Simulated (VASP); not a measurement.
Here is a VASP 6.6.1 calculation.

File INCAR:

```
ALGO     = Normal         # electronic algorithm
EDIFF    = 1E-6           # SCF threshold, eV
ENCUT    = 500            # plane-wave cutoff, eV
GGA      = PS             # functional
GGA_COMPAT= False        
ISIF     = 2              # what is computed and relaxed
ISMEAR   = 0              # smearing method
LASPH    = True           # aspherical terms in the spheres
LCHARG   = False          # write CHGCAR
LREAL    = False          # projectors in reciprocal space
LWAVE    = False          # write WAVECAR
NBANDS   = 16             # bands
NELM     = 120            # most SCF steps
PREC     = Accurate       # precision mode
SIGMA    = 0.01           # smearing width, eV
```

Contents of KPOINTS:

```
k-points
0
Gamma
  8 8 8
```

POSCAR

```
AgBr
1.0
    2.8043637235      2.8043637235      0.0000000000
   -2.8043637235      2.8043637235      0.0000000000
    0.0000000000      2.8043637235      2.8043637235
Ag Br
1 1
Direct
    0.0000000000      0.0000000000      0.0000000000
    0.5000000000      0.5000000000      0.0000000000
```

Potentials or basis: VASP PAW PBE potentials, release 64 (Ag, Br).

Run with:

```console
$ cat potpaw_PBE.64/Ag/POTCAR potpaw_PBE.64/Br/POTCAR > POTCAR
$ mpirun -np 1 vasp_std > vasp.out
```

**Question.** What does it give for the pressure?

**Answer.** 2.0 GPa.

**Question.** Predict the band gap on the k mesh.

**Answer.** 0.50 eV (least direct gap 2.71 eV).

Caveat: the PAW data sets were made with another functional, which shifts forces and pressure a little. A k mesh can miss the band edges.
